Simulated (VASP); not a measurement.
Crystal: Fe.

```
CELL_PARAMETERS angstrom
0.00000 1.94174 1.96511
1.49844 0.00000 1.96511
1.49844 1.94174 0.00000
ATOMIC_POSITIONS crystal
Fe 0.00000 0.00000 0.00000
```

Base run:

```yaml
Program: VASP 6.6.1
Functional: PBE
Potentials_or_basis: VASP PAW PBE potentials, release 64 (Fe_sv)
Cutoff: 690 eV
k_mesh: 11 × 11 × 11
Occupations: fermi-dirac, width 0.05 eV
Spin: collinear spin, ferromagnetic start
Starting_moments: "[3.8] μB"
Fixed_moment: 3.8 μB
```

Its results: pressure 54.6 GPa; site moments Fe +3.34 μB.

The run is repeated on the same cell with these changes: fixed moment from 3.8 μB to 2.2 μB; moments at the start from [3.8] to [2.2]. What comes out?

Pressure -2.2 GPa; site moments Fe +2.21 μB.

Caveats: the total moment is fixed, so each spin has its own Fermi level and the state may be an excited one; the cell stands under pressure (at least some runs); the stress differs along the axes, from -8 to 2 GPa (at least some runs).
